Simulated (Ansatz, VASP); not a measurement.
## Ti: VASP beside Ansatz

```
CELL_PARAMETERS angstrom
4.37743 0.00000 0.00000
-2.18872 3.79097 0.00000
0.00000 0.00000 2.70796
ATOMIC_POSITIONS crystal
Ti 0.00000 0.00000 0.00000
Ti 0.33333 0.66667 0.50000
Ti 0.66667 0.33333 0.50000
```

Alike in both runs: task single point; functional r2SCAN; k mesh 9 × 9 × 13; occupations fermi-dirac, width 0.1 eV; no spin polarisation.

|  | VASP | Ansatz |
| --- | --- | --- |
| version | VASP 6.6.1 | Ansatz 0.2.0 |
| potentials or method | VASP PAW PBE potentials, release 64 (Ti_sv), cutoff 520 eV | plane waves (500 eV) with PAW, scalar-relativistic |
| valence electrons in the cell | 36 | 36 |

|  | VASP | Ansatz | Ansatz less VASP |
| --- | --- | --- | --- |
| pressure (GPa) | 19.4 | 18.8 | -0.63 |
| traceless stress, the component that is largest in VASP (GPa) | 1.02 | 1.07 | +0.049 |

VASP's potentials were made for PBE, not for r2SCAN. With one functional, cell and mesh, what is left measures potentials, basis and numerics.
